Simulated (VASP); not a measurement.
# ZnS (P1) in VASP: single point with r2SCAN

Aim: the single point of ZnS with r2SCAN.

Everything below comes from runs of VASP 6.6.1. Logs are shortened: lines on timing, memory, paths and dates and some standing lists are left out, and cuts for length are marked.

## Step 1: The cell of the first run

The typed cell holds 16 atoms: a = 7.179 Å, b = 7.179 Å, c = 5.880 Å, α = 90.00°, β = 90.00°, γ = 120.00°.

## Step 2: Single point, r2SCAN

The input, POSCAR:

```
ZnS
1.0
    7.1791809626     -0.0000000001      0.0000000000
   -3.5895904813      6.2173530920      0.0000000000
    0.0000000000      0.0000000000      5.8799973210
Zn S
8 8
Direct
    0.0105591829      0.0284609861      0.0495984920
    0.0123631903     -0.0143059271      0.4920100881
    0.0000277726      0.4905719451     -0.0191551108
   -0.0232401450      0.4665570633      0.4785636534
    0.4547481460      0.0097028429      0.0105015354
    0.5422164172      0.0222467661      0.5213464960
    0.5230585941      0.5246142453     -0.0600923743
    0.5040817330      0.5030473505      0.4908815162
    0.1702263276      0.3533482766      0.2532308977
    0.2898045879      0.1605808751      0.7817787575
    0.1449311276      0.8077282930      0.2697144086
    0.3543024131      0.6957328844      0.7597457543
    0.6178119916      0.2930557382      0.2685939999
    0.8575014364      0.1683367479      0.7546610581
    0.6812903048      0.8240838061      0.2400771502
    0.8355658337      0.6341286946      0.7463178570
```

The input, INCAR.step1:

```
PREC = Accurate
ENCUT = 520
ISMEAR = -1
SIGMA = 0.069
LREAL = Auto
LASPH = True
NELM = 60
NBANDS = 86
GGA = PE
ALGO = Normal
EDIFF = 1E-4
LWAVE = True
LCHARG = False
```

The input, INCAR.step2:

```
PREC = Accurate
ENCUT = 520
EDIFF = 1E-7
ISMEAR = -1
SIGMA = 0.069
LREAL = Auto
LASPH = True
NELM = 60
ALGO = Normal
ISIF = 2
LWAVE = False
LCHARG = False
METAGGA = R2SCAN
LMIXTAU = True
NBANDS = 86
ISTART = 1
```

The input, KPOINTS:

```
Automatic mesh
0
Gamma
  3 3 2
```

Potentials or basis: VASP PAW PBE potentials, release 64 (Zn, S).

The run is started by

```
cat potpaw_PBE.64/Zn/POTCAR potpaw_PBE.64/S/POTCAR > POTCAR
cp INCAR.step1 INCAR
mpirun -np 1 vasp_std > vasp.out
cp INCAR.step2 INCAR
mpirun -np 1 vasp_std > vasp.out
```

OUTCAR:

```text
PREC = Accurate
   ENCUT = 520
   EDIFF = 1E-7
   ISMEAR = -1
   LREAL = Auto
   LASPH = True
   NELM = 60
   ISIF = 2
   METAGGA = R2SCAN
   ISTART = 1

 ion  position               nearest neighbor table
   1  0.011  0.028  0.050-  10 2.34   9 2.35  15 2.35  14 2.52  11 2.58   2 2.62
   2  0.012  0.986  0.492-  11 2.34  10 2.44  15 2.54  14 2.61   1 2.62  16 2.65   9 2.69
   3  0.000  0.491  0.981-  16 2.36  14 2.41   9 2.50  12 2.57  11 2.60  13 2.92   4 2.93   4 2.96

   4  0.977  0.467  0.479-   9 2.34  11 2.45  14 2.47  16 2.48  13 2.55  12 2.89   3 2.93   3 2.96

   5  0.455  0.010  0.011-  13 2.33  10 2.38  11 2.48  12 2.48  15 2.90   6 2.94
   6  0.542  0.022  0.521-  13 2.29  14 2.39  12 2.47  15 2.68  11 2.88  10 2.90   5 2.94
   7  0.523  0.525  0.940-  16 2.28  12 2.36  10 2.47  15 2.57   8 2.64  13 2.84   9 2.86
   8  0.504  0.503  0.491-  13 2.42  15 2.48   9 2.51  16 2.56   7 2.64  12 2.66  10 2.75
   9  0.170  0.353  0.253-   4 2.34   1 2.35   3 2.50   8 2.51   2 2.69   7 2.86
  10  0.290  0.161  0.782-   1 2.34   5 2.38   2 2.44   7 2.47   8 2.75   6 2.90
  11  0.145  0.808  0.270-   2 2.34   4 2.45   5 2.48   1 2.58   3 2.60   6 2.88
  12  0.354  0.696  0.760-   7 2.36   6 2.47   5 2.48   3 2.57   8 2.66   4 2.89
  13  0.618  0.293  0.269-   6 2.29   5 2.33   8 2.42   4 2.55   7 2.84   3 2.92
  14  0.858  0.168  0.755-   6 2.39   3 2.41   4 2.47   1 2.52   2 2.61
  15  0.681  0.824  0.240-   1 2.35   8 2.48   2 2.54   7 2.57   6 2.68   5 2.90
  16  0.836  0.634  0.746-   7 2.28   3 2.36   4 2.48   8 2.56   2 2.65

  LATTYP: Found a hexagonal cell.
 ALAT       =     7.1791809626
 C/A-ratio  =     0.8190345600

  Lattice vectors:

 A1 = (   7.1791809626,  -0.0000000001,   0.0000000000)
 A2 = (  -3.5895904813,   6.2173530920,   0.0000000000)
 A3 = (   0.0000000000,   0.0000000000,   5.8799973210)

Analysis of symmetry for initial positions (statically):
=====================================================================
 Subroutine PRICEL returns:
 Original cell was already a primitive cell.

 Routine SETGRP: Setting up the symmetry group for a
 hexagonal supercell.

 Subroutine GETGRP returns: Found  1 space group operations
 (whereof  1 operations were pure point group operations)
 out of a pool of 24 trial point group operations.

The static configuration has the point symmetry C_1 .

Analysis of symmetry for dynamics (positions and initial velocities):
=====================================================================
 Subroutine PRICEL returns:
 Original cell was already a primitive cell.

 Routine SETGRP: Setting up the symmetry group for a
 hexagonal supercell.

 Subroutine GETGRP returns: Found  1 space group operations
 (whereof  1 operations were pure point group operations)
 out of a pool of 24 trial point group operations.

The dynamic configuration has the point symmetry C_1 .

 Subroutine INISYM returns: Found  1 space group operations
 (whereof  1 operations are pure point group operations),
 and found     1 'primitive' translations

----------------------------------------------------------------------------------------

                                     Primitive cell

  volume of cell :     262.4566

  direct lattice vectors                    reciprocal lattice vectors
     7.179180963 -0.000000000  0.000000000     0.139291655  0.080420075  0.000000000
    -3.589590481  6.217353092  0.000000000     0.000000000  0.160840149  0.000000000
     0.000000000  0.000000000  5.879997321     0.000000000  0.000000000  0.170068105

  length of vectors
     7.179180963  7.179180963  5.879997321     0.160840149  0.160840149  0.170068105

  position of ions in fractional coordinates (direct lattice)
     0.010559183  0.028460986  0.049598492
     0.012363190  0.985694073  0.492010088
     0.000027773  0.490571945  0.980844889
     0.976759855  0.466557063  0.478563653
     0.454748146  0.009702843  0.010501535
     0.542216417  0.022246766  0.521346496
[... 8 lines left out ...]
     0.681290305  0.824083806  0.240077150
     0.835565834  0.634128695  0.746317857

  ion indices of the primitive-cell ions
   primitive index   ion index
                 1           1
                 2           2
                 3           3
                 4           4
                 5           5
                 6           6
[... 8 lines left out ...]
                15          15
                16          16

----------------------------------------------------------------------------------------

 KPOINTS: Automatic mesh

Automatic generation of k-mesh.
 Grid dimensions read from file:
 generate k-points for:    3    3    2

 Generating k-lattice:

  Cartesian coordinates                     Fractional coordinates (reciprocal lattice)
     0.046430552  0.026806692  0.000000000     0.333333333  0.000000000  0.000000000
     0.000000000  0.053613383  0.000000000     0.000000000  0.333333333  0.000000000
     0.000000000  0.000000000  0.085034052     0.000000000  0.000000000  0.500000000

  Length of vectors
     0.053613383  0.053613383  0.085034052

  Shift w.r.t. Gamma in fractional coordinates (k-lattice)
     0.000000000  0.000000000  0.000000000

 Subroutine IBZKPT returns following result:
 ===========================================

 Found     10 irreducible k-points:

 Following reciprocal coordinates:
            Coordinates               Weight
  0.000000  0.000000  0.000000      1.000000
  0.333333  0.000000  0.000000      2.000000
  0.000000  0.333333  0.000000      2.000000
 -0.333333  0.333333  0.000000      2.000000
  0.333333  0.333333  0.000000      2.000000
  0.000000  0.000000  0.500000      1.000000
  0.333333  0.000000  0.500000      2.000000
  0.000000  0.333333  0.500000      2.000000
 -0.333333  0.333333  0.500000      2.000000
  0.333333  0.333333  0.500000      2.000000
   k-points           NKPTS =     10   k-points in BZ     NKDIM =     10   number of bands    NBANDS=     86
   number of dos      NEDOS =    301   number of ions     NIONS =     16
   total plane-waves  NPLWV = 139968
   dimension x,y,z NGX =    54 NGY =   54 NGZ =   48
   dimension x,y,z NGXF=   108 NGYF=  108 NGZF=   96
   ions per type =               8   8
   NGX,Y,Z   is equivalent  to a cutoff of  12.50, 12.50, 13.57 a.u.
   NGXF,Y,Z  is equivalent  to a cutoff of  25.01, 25.01, 27.14 a.u.
 SYSTEM =  unknown system
   PREC   = accura    normal or accurate (medium, high low for compatibility)
   ISTART =      1    job   : 0-new  1-cont  2-samecut
   ICHARG =      0    charge: 1-file 2-atom 10-const
   ISPIN  =      1    spin polarized calculation?
   LNONCOLLINEAR =      F non collinear calculations
   LSORBIT =      F    spin-orbit coupling
   LASPH  =      T    aspherical Exc in radial PAW
   ENCUT  =  520.0 eV  38.22 Ry    6.18 a.u.  13.35 13.35 10.93*2*pi/ulx,y,z
   NELM   =     60;   NELMIN=  2; NELMDL=  0     # of ELM steps
   EDIFF  = 0.1E-06   stopping-criterion for ELM
   LREAL  =      T    real-space projection
   EDIFFG = 0.1E-05   stopping-criterion for IOM
   NSW    =      0    number of steps for IOM
   IBRION =     -1    ionic relax: 0-MD 1-quasi-New 2-CG
   NFREE  =      0    steps in history (QN), initial steepest desc. (CG)
   ISIF   =      2    stress and relaxation
   ISYM   =      2    0-nonsym 1-usesym 2-fastsym
   POTIM  = 0.5000    time-step for ionic-motion
   TEBEG  =    0.0;   TEEND  =   0.0 temperature during run
   PSTRESS=    0.0 pullay stress
   NELECT =     144.0000    total number of electrons
   NUPDOWN=      -1.0000    fix difference up-down
   EMIN   =  10.00;   EMAX   =-10.00  energy-range for DOS
   EFERMI =   0.00;   METHOD = LEGACY
   ISMEAR =    -1;   SIGMA  =   0.07  broadening in eV -4-tet -1-fermi 0-gaus
   EFERMI_NEDOS =   21; number of points for ismear=-14 and -15
   IALGO  =     38    algorithm
   IMIX   =      4    mixing-type and parameters
     AMIX     =   0.40;   BMIX     =  1.00
     AMIX_MAG =   1.60;   BMIX_MAG =  1.00
  volume/ion in A,a.u.               =      16.40       110.70
  Fermi-wavevector in a.u.,A,eV,Ry     =   1.340221  2.532651 24.438687  1.796193
  Thomas-Fermi vector in A             =   2.468551
   LORBIT       =      0    0 simple, 1 ext, 2 COOP (PROOUT), +10 PAW based schemes
   METAGGA = R2SCAN    functional components
   LHFCALC =     F    Hartree Fock is set to
   AEXX    =    0.0000 exact exchange contribution
   IVDW    =     0    specifies the selected vdW correction
   LEPSILON=     F    determine dielectric tensor
   LRPA    =     F    only Hartree local field effects (RPA)
 non-spin polarized calculation
  energy-cutoff  :      520.00
  volume of cell :      262.46
 maximum number of plane-waves:      7083
 NGX is ok and might be reduce to    54
   NGX = 27   NGY = 27   NGZ = 21

 number of electron     143.9999984 magnetization

 Free energy of the ion-electron system (eV)
  ---------------------------------------------------
  ext. energy  EPLUGINS =         0.00000000
  ---------------------------------------------------
  free energy    TOTEN  =      -144.66819221 eV

  energy without entropy =     -144.66809827  energy(sigma->0) =     -144.66814524

 E-fermi :   4.3878     XC(G=0): -11.4457

 val. band max:        3.7869921528   @ k =   0.0000   0.3333   0.0000
 cond. band min:       4.9443274730   @ k =   0.3333   0.3333   0.0000
 fundamental gap:      1.1573353202
 Fermi energy:         4.3877722128

 k-point     1 :       0.0000    0.0000    0.0000
  band No.  band energies     occupation
      1     -10.8441      2.00000
      2      -9.2888      2.00000
      3      -9.2517      2.00000
      4      -9.1763      2.00000
      5      -9.0045      2.00000
      6      -8.9892      2.00000
[... 76 lines left out ...]
     83       8.6903      0.00000
     84       9.9204      0.00000

 k-point     2 :       0.3333    0.0000    0.0000
  band No.  band energies     occupation
      1     -10.5648      2.00000
      2      -9.8325      2.00000
      3      -9.2932      2.00000
      4      -9.2527      2.00000
      5      -9.0900      2.00000
      6      -8.9177      2.00000
[... 689 lines left out ...]
  band No.  band energies     occupation
      1      -9.7625      2.00000
      2      -9.6568      2.00000
      3      -9.5708      2.00000
      4      -9.4966      2.00000
      5      -9.3706      2.00000
      6      -9.3306      2.00000
[... 76 lines left out ...]
     83      10.1887      0.00000
     84      10.3456      0.00000
 [bands above 84 left out]

------------------------ aborting loop because EDIFF is reached ----------------------------------------

  FORCE on cell =-STRESS in cart. coord.  units (eV):
  Direction    XX          YY          ZZ          XY          YZ          ZX
  --------------------------------------------------------------------------------------
  -------------------------------------------------------------------------------------
  Total        7.7660762      4.0555624      5.9718939      0.0049161     -0.5171642      0.0581645
  in kB       47.4083316     24.7573471     36.4556717      0.0300108     -3.1570499      0.3550675
  external PRESSURE =      36.2071168 kB  Pullay stress =       0.0000000 kB

 VOLUME and BASIS-vectors are now :
 -----------------------------------------------------------------------------
  energy-cutoff  :      520.00
  volume of cell :      262.46
      direct lattice vectors                 reciprocal lattice vectors
     7.179180963 -0.000000000  0.000000000     0.139291655  0.080420075  0.000000000
    -3.589590481  6.217353092  0.000000000     0.000000000  0.160840149  0.000000000
     0.000000000  0.000000000  5.879997321     0.000000000  0.000000000  0.170068105

 POSITION                                       TOTAL-FORCE (eV/Angst)
 -----------------------------------------------------------------------------------
     -0.02636      0.17695      0.29164        -0.081803     -0.322776     -0.399759
     -3.44948      6.12841      2.89302        -0.299474     -0.035404      0.689582
     -1.76075      3.05006      5.76737         0.259246      0.282711      0.118824
      5.33759      2.90075      2.81395        -0.169815      0.074228      0.085758
      3.22989      0.06033      0.06175         0.212117     -0.592718     -0.087803
      3.81281      0.13832      3.06552         0.095086     -0.759886      0.172348
[... 8 lines left out ...]
      1.93298      5.12362      1.41165        -0.527655     -0.048215      0.479384
      3.72242      3.94260      4.38835        -0.123938      0.345519     -0.343249
 -----------------------------------------------------------------------------------
    total drift:                                0.082875      0.038819      0.040871

  FREE ENERGIE OF THE ION-ELECTRON SYSTEM (eV)
  ---------------------------------------------------
  free  energy   TOTEN  =      -144.6681922106 eV

  energy  without entropy=     -144.6680982743  energy(sigma->0) =     -144.66814524
```

It took 38 min on 1 thread of Intel Xeon 8259CL, shared host; peak memory 0.48 GiB.

What came out:

| Quantity | Value |
| --- | --- |
| Free energy | -144.6682 eV |
| Pressure | 3.6 GPa |
| Largest force | 1.009 eV/Å |
| Band gap on the k mesh | 1.16 eV (least direct gap 1.76 eV) |

Forces on the atoms (eV/Å):
```
Zn  -0.082 -0.323 -0.400
Zn  -0.299 -0.035  0.690
Zn   0.259  0.283  0.119
Zn  -0.170  0.074  0.086
Zn   0.212 -0.593 -0.088
Zn   0.095 -0.760  0.172
Zn  -0.463  0.102  0.757
Zn  -0.119  0.157 -0.583
S    0.145  0.188  0.301
S    0.931  0.173 -0.348
S    0.427  0.105 -0.423
S   -0.129  0.087 -0.236
S    0.538  0.551 -0.001
S   -0.693 -0.308 -0.182
S   -0.528 -0.048  0.479
S   -0.124  0.346 -0.343
```

Caveat: the k points lie up to 0.53 Å⁻¹ apart; the PAW data sets were made with another functional, which shifts forces and pressure a little. A k mesh can miss the band edges.
